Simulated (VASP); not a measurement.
# Hg (P6_3/mmc) in VASP: a series of runs

Runs on Hg. Level: PBE. Tasks: relaxation of cell and atoms, single point.

All numbers are computed with VASP 6.6.1; they aren't measurements. Logs are shortened: lines on timing, memory, paths and dates and some standing lists are left out, and cuts for length are marked.

## (1) The cell of the first run

It takes space group P6_3/mmc (No. 194, hexagonal). The conventional cell has a = 3.602 Å, b = 3.602 Å, c = 5.579 Å, α = 90.00°, β = 90.00°, γ = 120.00°. Hg (site symmetry -6m2) has 12 Hg at 3.48 to 3.60 Å within 4.6 Å.

## (2) Relaxation of cell and atoms, PBE

File INCAR:

```
ALGO     = Normal         # electronic algorithm
EDIFF    = 1E-6           # SCF threshold, eV
EDIFFG   = -0.01          # ionic threshold
ENCUT    = 600            # plane-wave cutoff, eV
GGA      = PE             # functional
IBRION   = 2              # ionic algorithm
ISIF     = 3              # what is computed and relaxed
ISMEAR   = 0              # smearing method
LASPH    = T              # aspherical terms in the spheres
LCHARG   = F              # write CHGCAR
LREAL    = F              # projectors in reciprocal space
LWAVE    = F              # write WAVECAR
NELM     = 100            # most SCF steps
NSW      = 100            # ionic steps
PREC     = Accurate       # precision mode
SIGMA    = 0.02           # smearing width, eV
```

File KPOINTS:

```
k-points
0
Gamma
  12 12 6
```

File POSCAR:

```
Hg
1.0
    3.6015447430      0.0000000000      0.0000000000
   -1.8007723715      3.1190292403      0.0000000000
    0.0000000000      0.0000000000      5.5793597265
Hg
2
Direct
    0.6666666667      0.3333333333      0.7500000000
    0.3333333333      0.6666666667      0.2500000000
```

Potentials or basis: VASP PAW PBE potentials, release 64 (Hg).

Started as:

```
$ cat potpaw_PBE.64/Hg/POTCAR > POTCAR
$ mpirun -np 1 vasp_std > vasp.out
```

OUTCAR:

```text
EDIFF = 1E-6
   EDIFFG = -0.01
   ENCUT = 600
   GGA = PE
   IBRION = 2
   ISIF = 3
   ISMEAR = 0
   LASPH = T
   LREAL = F
   NELM = 100
   NSW = 100
   PREC = Accurate

 ion  position               nearest neighbor table
   1  0.667  0.333  0.750-   2 3.48   2 3.48   2 3.48   2 3.48   2 3.48   2 3.48
   2  0.333  0.667  0.250-   1 3.48   1 3.48   1 3.48   1 3.48   1 3.48   1 3.48

  LATTYP: Found a hexagonal cell.
 ALAT       =     3.6015447430
 C/A-ratio  =     1.5491574101

  Lattice vectors:

 A1 = (   3.6015447430,   0.0000000000,   0.0000000000)
 A2 = (  -1.8007723715,   3.1190292403,   0.0000000000)
 A3 = (   0.0000000000,   0.0000000000,   5.5793597265)

Analysis of symmetry for initial positions (statically):
=====================================================================
 Subroutine PRICEL returns:
 Original cell was already a primitive cell.

 Routine SETGRP: Setting up the symmetry group for a
 hexagonal supercell.

 Subroutine GETGRP returns: Found 24 space group operations
 (whereof 12 operations were pure point group operations)
 out of a pool of 24 trial point group operations.

The static configuration has the point symmetry D_3d.
 The point group associated with its full space group is D_6h.

Analysis of symmetry for dynamics (positions and initial velocities):
=====================================================================
 Subroutine PRICEL returns:
 Original cell was already a primitive cell.

 Routine SETGRP: Setting up the symmetry group for a
 hexagonal supercell.

 Subroutine GETGRP returns: Found 24 space group operations
 (whereof 12 operations were pure point group operations)
 out of a pool of 24 trial point group operations.

The dynamic configuration has the point symmetry D_3d.
 The point group associated with its full space group is D_6h.

 Subroutine INISYM returns: Found 24 space group operations
 (whereof 12 operations are pure point group operations),
 and found     1 'primitive' translations

----------------------------------------------------------------------------------------

                                     Primitive cell

  volume of cell :      62.6748

  direct lattice vectors                    reciprocal lattice vectors
     3.601544743  0.000000000  0.000000000     0.277658636  0.160306288  0.000000000
    -1.800772371  3.119029240  0.000000000     0.000000000  0.320612576  0.000000000
     0.000000000  0.000000000  5.579359726     0.000000000  0.000000000  0.179232035

  length of vectors
     3.601544743  3.601544743  5.579359726     0.320612576  0.320612576  0.179232035

  position of ions in fractional coordinates (direct lattice)
     0.666666667  0.333333333  0.750000000
     0.333333333  0.666666667  0.250000000

  ion indices of the primitive-cell ions
   primitive index   ion index
                 1           1
                 2           2

----------------------------------------------------------------------------------------

 KPOINTS: k-points

Automatic generation of k-mesh.
 Grid dimensions read from file:
 generate k-points for:   12   12    6

 Generating k-lattice:

  Cartesian coordinates                     Fractional coordinates (reciprocal lattice)
     0.023138220  0.013358857  0.000000000     0.083333333  0.000000000  0.000000000
     0.000000000  0.026717715  0.000000000     0.000000000  0.083333333  0.000000000
     0.000000000  0.000000000  0.029872006     0.000000000  0.000000000  0.166666667

  Length of vectors
     0.026717715  0.026717715  0.029872006

  Shift w.r.t. Gamma in fractional coordinates (k-lattice)
     0.000000000  0.000000000  0.000000000

 Subroutine IBZKPT returns following result:
 ===========================================

 Found     76 irreducible k-points:

 Following reciprocal coordinates:
            Coordinates               Weight
  0.000000  0.000000  0.000000      1.000000
  0.083333 -0.000000  0.000000      6.000000
  0.166667 -0.000000  0.000000      6.000000
  0.250000 -0.000000  0.000000      6.000000
  0.333333  0.000000  0.000000      6.000000
  0.416667 -0.000000  0.000000      6.000000
[... 16 lines left out ...]
  0.250000 -0.000000  0.166667     12.000000
  0.333333  0.000000  0.166667     12.000000
 [... further k-points ...]
   k-points           NKPTS =     76   k-points in BZ     NKDIM =     76   number of bands    NBANDS=     16
   number of dos      NEDOS =    301   number of ions     NIONS =      2
   total plane-waves  NPLWV =  43200
   dimension x,y,z NGX =    30 NGY =   30 NGZ =   48
   dimension x,y,z NGXF=    60 NGYF=   60 NGZF=   96
   ions per type =               2
   NGX,Y,Z   is equivalent  to a cutoff of  13.85, 13.85, 14.30 a.u.
   NGXF,Y,Z  is equivalent  to a cutoff of  27.70, 27.70, 28.60 a.u.
 SYSTEM =  unknown system
   PREC   = accura    normal or accurate (medium, high low for compatibility)
   ISTART =      0    job   : 0-new  1-cont  2-samecut
   ICHARG =      2    charge: 1-file 2-atom 10-const
   ISPIN  =      1    spin polarized calculation?
   LNONCOLLINEAR =      F non collinear calculations
   LSORBIT =      F    spin-orbit coupling
   LASPH  =      T    aspherical Exc in radial PAW
   ENCUT  =  600.0 eV  44.10 Ry    6.64 a.u.   7.19  7.19 11.14*2*pi/ulx,y,z
   NELM   =    100;   NELMIN=  2; NELMDL= -5     # of ELM steps
   EDIFF  = 0.1E-05   stopping-criterion for ELM
   LREAL  =      F    real-space projection
   EDIFFG = -.1E-01   stopping-criterion for IOM
   NSW    =    100    number of steps for IOM
   IBRION =      2    ionic relax: 0-MD 1-quasi-New 2-CG
   NFREE  =      1    steps in history (QN), initial steepest desc. (CG)
   ISIF   =      3    stress and relaxation
   ISYM   =      2    0-nonsym 1-usesym 2-fastsym
   POTIM  = 0.5000    time-step for ionic-motion
   TEBEG  =    0.0;   TEEND  =   0.0 temperature during run
   PSTRESS=    0.0 pullay stress
   NELECT =      24.0000    total number of electrons
   NUPDOWN=      -1.0000    fix difference up-down
   EMIN   =  10.00;   EMAX   =-10.00  energy-range for DOS
   EFERMI =   0.00;   METHOD = LEGACY
   ISMEAR =     0;   SIGMA  =   0.02  broadening in eV -4-tet -1-fermi 0-gaus
   EFERMI_NEDOS =   21; number of points for ismear=-14 and -15
   IALGO  =     38    algorithm
   IMIX   =      4    mixing-type and parameters
     AMIX     =   0.40;   BMIX     =  1.00
     AMIX_MAG =   1.60;   BMIX_MAG =  1.00
  volume/ion in A,a.u.               =      31.34       211.48
  Fermi-wavevector in a.u.,A,eV,Ry     =   1.188815  2.246535 19.228865  1.413282
  Thomas-Fermi vector in A             =   2.324936
   LORBIT       =      0    0 simple, 1 ext, 2 COOP (PROOUT), +10 PAW based schemes
   GGA     = PE    functional components
   LHFCALC =     F    Hartree Fock is set to
   AEXX    =    0.0000 exact exchange contribution
   IVDW    =     0    specifies the selected vdW correction
   LEPSILON=     F    determine dielectric tensor
   LRPA    =     F    only Hartree local field effects (RPA)
 conjugate gradient relaxation of ions
 non-spin polarized calculation
 Gauss-broadening in eV      SIGMA  =   0.02
  energy-cutoff  :      600.00
  volume of cell :       62.67
 maximum number of plane-waves:      2112
 NGX is ok and might be reduce to    30
   NGX = 15   NGY = 15   NGZ = 23

--------------------------------------- Ionic step        1  -------------------------------------------

 number of electron      24.0000002 magnetization

 Free energy of the ion-electron system (eV)
  ---------------------------------------------------
  ext. energy  EPLUGINS =         0.00000000
  ---------------------------------------------------
  free energy    TOTEN  =        -0.37630535 eV

  energy without entropy =       -0.37630535  energy(sigma->0) =       -0.37630535

------------------------ aborting loop because EDIFF is reached ----------------------------------------

  FORCE on cell =-STRESS in cart. coord.  units (eV):
  Direction    XX          YY          ZZ          XY          YZ          ZX
  --------------------------------------------------------------------------------------
  -------------------------------------------------------------------------------------
  Total        0.0309815      0.0309815      0.0682890      0.0000000     -0.0000000      0.0000000
  in kB        0.7919914      0.7919914      1.7456964      0.0000000     -0.0000000      0.0000000
  external PRESSURE =       1.1098931 kB  Pullay stress =       0.0000000 kB
[... 57 lines left out ...]
  energy  without entropy=       -0.3764437241  energy(sigma->0) =       -0.37644372

--------------------------------------- Ionic step        3  -------------------------------------------

 number of electron      24.0000003 magnetization

 Free energy of the ion-electron system (eV)
  ---------------------------------------------------
  ext. energy  EPLUGINS =         0.00000000
  ---------------------------------------------------
  free energy    TOTEN  =        -0.37663414 eV

  energy without entropy =       -0.37663414  energy(sigma->0) =       -0.37663414

 E-fermi :   0.1907     XC(G=0):  -9.2704

 val. band max:        0.0790525664   @ k =   0.2500   0.1667   0.0000
 cond. band min:       0.4892314618   @ k =   0.0000   0.0000   0.0000
 fundamental gap:      0.4101788954
 Fermi energy:         0.1907140709

 k-point     1 :       0.0000    0.0000    0.0000
  band No.  band energies     occupation
      1      -6.1858      2.00000
      2      -5.9032      2.00000
      3      -5.4312      2.00000
      4      -5.4312      2.00000
      5      -5.4057      2.00000
      6      -5.3516      2.00000
[... 8 lines left out ...]
     15      10.4165      0.00000
     16      12.4160      0.00000
[... 420 lines left out ...]
  band No.  band energies     occupation
      1      -5.8289      2.00000
      2      -5.7856      2.00000
      3      -5.5420      2.00000
      4      -5.4578      2.00000
      5      -5.3652      2.00000
      6      -5.2666      2.00000
[... 8 lines left out ...]
     15       5.7981      0.00000
     16       7.4023      0.00000

 [... further k-points ...]

------------------------ aborting loop because EDIFF is reached ----------------------------------------

  FORCE on cell =-STRESS in cart. coord.  units (eV):
  Direction    XX          YY          ZZ          XY          YZ          ZX
  --------------------------------------------------------------------------------------
  -------------------------------------------------------------------------------------
  Total       -0.0018997     -0.0018997      0.0154637      0.0000000      0.0000000     -0.0000000
  in kB       -0.0479654     -0.0479654      0.3904364      0.0000000      0.0000000     -0.0000000
  external PRESSURE =       0.0981685 kB  Pullay stress =       0.0000000 kB
[... 17 lines left out ...]
  FREE ENERGIE OF THE ION-ELECTRON SYSTEM (eV)
  ---------------------------------------------------
  free  energy   TOTEN  =        -0.3766341352 eV

  energy  without entropy=       -0.3766341352  energy(sigma->0) =       -0.37663414

 reached required accuracy - stopping structural energy minimisation
```

Run time: 84 s. Hardware: 1 thread of Intel Xeon Platinum 8488C (Sapphire Rapids), shared host; peak memory 0.24 GiB.

Results:

- Free energy: -0.3766 eV
- Relaxed volume: 31.73 Å³/atom
- Relaxed cell: a = 3.612 Å, b = 3.612 Å, c = 5.616 Å, α = 90.00°, β = 90.00°, γ = 120.00°
- Space group after relaxing (to 0.05 Å): P6_3/mmc (No. 194)
- Energy gained by relaxing: 0.2 meV/atom
- Ionic steps: 3
- Pressure after relaxing: 0.0 GPa
- Band gap on the k mesh: 0.41 eV, indirect (least direct gap 1.39 eV)

Step by step:
```csv
step,energy change (eV),largest force (eV/Å),pressure (GPa),volume (Å³)
1,0.0000,0.0000,0.11,62.67
2,-0.0001,0.0000,0.08,62.87
3,-0.0003,0.0000,0.01,63.46
```

Final structure:
```
CELL_PARAMETERS angstrom
3.61218 0.00000 0.00000
-1.80609 3.12824 0.00000
0.00000 0.00000 5.61569
ATOMIC_POSITIONS crystal
Hg 0.66667 0.33333 0.75000
Hg 0.33333 0.66667 0.25000
```

Caveat: spin-orbit coupling is left out, which moves the levels of the heavy elements. A k mesh can miss the band edges.

## (3) Single point, PBE

This run uses another cell than the first one, of 28.48 Å³/atom, 0.909 times its volume.

File INCAR:

```
SYSTEM = Hg
PREC = Accurate
ENCUT = 520
EDIFF = 1E-7
ISMEAR = 0
SIGMA = 0.1
LREAL = .FALSE.
LASPH = .TRUE.
NELM = 100
ALGO = Normal
ISIF = 2
LWAVE = .FALSE.
LCHARG = .FALSE.
GGA = PE
NBANDS = 19
```

File KPOINTS:

```
Automatic mesh
0
G
  6 6 4
  0 0 0
```

File POSCAR:

```
Hg
1.0
    3.4618096384      0.0000000000      0.0000000000
   -1.7309048192      2.9980150899      0.0000000000
    0.0000000000      0.0000000000      5.4875482800
Hg
2
Direct
    0.6666666700      0.3333333300      0.7500000000
    0.3333333300      0.6666666700      0.2500000000
```

Potentials or basis: VASP PAW PBE potentials, release 64 (Hg).

Started as:

```
$ cat potpaw_PBE.64/Hg/POTCAR > POTCAR
$ mpirun -np 1 vasp_std > vasp.out
```

It took 11 s on 1 thread of Intel Xeon Platinum 8488C (Sapphire Rapids), shared host; peak memory 0.17 GiB.

The run converged. Its results:

| Item | Value |
| --- | --- |
| Free energy | -0.3386 eV |
| Pressure | 1.3 GPa |
| Band gap on the k mesh | zero (band 12 reaches 0.77 eV, above the bottom of band 13 at 0.69 eV) |

Stress tensor (GPa, compression positive):
```
1.17 0.00 0.00
0.00 1.17 0.00
0.00 0.00 1.45
```

Levels at points of the mesh, in eV from the Fermi level:
| k point | band 8 | band 9 | band 10 | band 11 | band 12 | band 13 | band 14 | band 15 | band 16 | band 17 |
| --- | --- | --- | --- | --- | --- | --- | --- | --- | --- | --- |
| (0.00, 0.00, 0.00) | -5.67 | -5.67 | -5.15 | -5.15 | -1.10 | -0.15 | 11.21 | 11.21 | 12.93 | 13.37 |
| (0.50, 0.00, 0.00) | -5.15 | -5.08 | -5.06 | -2.05 | -1.45 | 2.75 | 3.57 | 4.40 | 6.77 | 7.06 |
| (0.00, 0.00, 0.50) | -5.31 | -5.31 | -5.31 | -5.26 | -5.26 | 6.79 | 6.79 | 12.22 | 12.22 | 12.22 |
| (0.50, 0.00, 0.50) | -5.14 | -5.10 | -5.10 | -0.95 | -0.95 | 0.52 | 0.52 | 8.65 | 8.65 | 9.50 |

Caveat: spin-orbit coupling is left out, which moves the levels of the heavy elements.
